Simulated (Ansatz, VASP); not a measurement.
One calculation of Mo3W, two programs

```
Mo W
1.0
     5.51061    0.00000    0.00000
    -2.75531    4.77233    0.00000
     0.00000    0.00000    4.92626
Mo W
6 2
Direct
  0.16680 0.33361 0.25000
  0.66639 0.83320 0.25000
  0.16680 0.83320 0.25000
  0.83320 0.66639 0.75000
  0.33361 0.16680 0.75000
  0.83320 0.16680 0.75000
  0.33333 0.66667 0.75000
  0.66667 0.33333 0.25000
```

Change from the starting cell: species swapped into the Y3Er type (P6_3/mmc, No. 194).

Alike in both runs: functional PBE; k mesh 6 × 6 × 4; occupations gaussian, width 0.1 eV; no spin polarisation.

Ansatz relaxed the structure, and its values are those at the end. VASP's run is a single point on that final structure, the one shown.

|  | VASP | Ansatz |
| --- | --- | --- |
| version | VASP 6.6.1 | Ansatz 0.2.0 |
| potentials or method | VASP PAW PBE potentials, release 64 (Mo_sv, W_sv), cutoff 500 eV | scalar-relativistic, plane waves, PAW |
| valence electrons in the cell | 112 | 112 |

VASP gave:

```
gap on the k mesh at the Fermi level (eV) : none
pressure (GPa)                            : 0.5
```

Problem. Estimate Ansatz's values.

Solution. gap on the k mesh at the Fermi level (eV): none; pressure (GPa): 0.0.

A gap of «none» marks a metal or a gap that the smearing closes. The functional is the same, so the differences come from potentials, cutoffs and numerics.

Neither program's run includes spin-orbit coupling.
